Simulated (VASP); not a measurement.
A run of VASP 6.6.1 is set up as follows.

INCAR

```
SYSTEM = PbO2
ALGO = Normal ; EDIFF = 1E-6
EDIFFG = -0.005 ; ENCUT = 600
GGA = PE ; IBRION = 2
ISIF = 3 ; ISMEAR = 0
LASPH = .True. ; LCHARG = .False.
LREAL = .False. ; LWAVE = .False.
NELM = 100 ; NSW = 100
PREC = Accurate ; SIGMA = 0.01
```

KPOINTS

```
k-points
0
Gamma
  8 8 10
  0 0 0
```

POSCAR

```
PbO2
1.0
    5.0683961788      0.0000000000      0.0000000000
    0.0000000000      5.0683961788      0.0000000000
    0.0000000000      0.0000000000      3.4496309358
Pb O
2 4
Direct
    0.0000000000      0.0000000000      0.0000000000
    0.5000000000      0.5000000000      0.5000000000
    0.3080562802      0.3080562802      0.0000000000
    0.1919437198      0.8080562802      0.5000000000
    0.6919437198      0.6919437198      0.0000000000
    0.8080562802      0.1919437198      0.5000000000
```

Potentials or basis: VASP PAW PBE potentials, release 64 (Pb_d, O).

Command:

```sh
$ cat potpaw_PBE.64/Pb_d/POTCAR potpaw_PBE.64/O/POTCAR > POTCAR
$ mpirun -np 1 vasp_std > vasp.out
```

Estimate the relaxed cell.

a = 5.079 Å, b = 5.079 Å, c = 3.447 Å, α = 90.00°, β = 90.00°, γ = 90.00°.

Estimate the space group after relaxing (to 0.05 Å).

P4_2/mnm (No. 136).

Predict the relaxed volume.

14.82 Å³/atom.

Forces in eV/Å, atoms in the order of the input:
```
Pb   0.000  0.000  0.000
Pb   0.000  0.000  0.000
O    0.003  0.003  0.000
O   -0.003  0.003  0.000
O   -0.003 -0.003  0.000
O    0.003 -0.003  0.000
```

 Zero-point motion and thermal expansion aren't in these numbers.
